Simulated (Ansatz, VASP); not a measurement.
Two plane-wave programs on InP

```
In P
1.0
     3.41340    0.00000    0.00000
     0.00000    3.41340    0.00000
     0.00000    0.00000    3.41340
In P
1 1
Direct
  0.00000 0.00000 0.00000
  0.50000 0.50000 0.50000
```

Alike in both runs: task single point; functional PBEsol; k mesh 6 × 6 × 6; occupations fermi-dirac, width 0.05 eV; no spin polarisation.

|  | VASP | Ansatz |
| --- | --- | --- |
| version | VASP 6.6.1 | Ansatz 0.2.0 |
| potentials or method | VASP PAW PBE potentials, release 64 (In_d, P) | plane waves |
| plane-wave cutoff (eV) | 500 | 420 |
| valence electrons in the cell | 18 | 18 |

```tsv
	VASP	Ansatz	Ansatz less VASP
pressure (GPa)	-2.1	-2.2	-0.01
```

VASP's potentials were made for PBE, not for PBEsol.
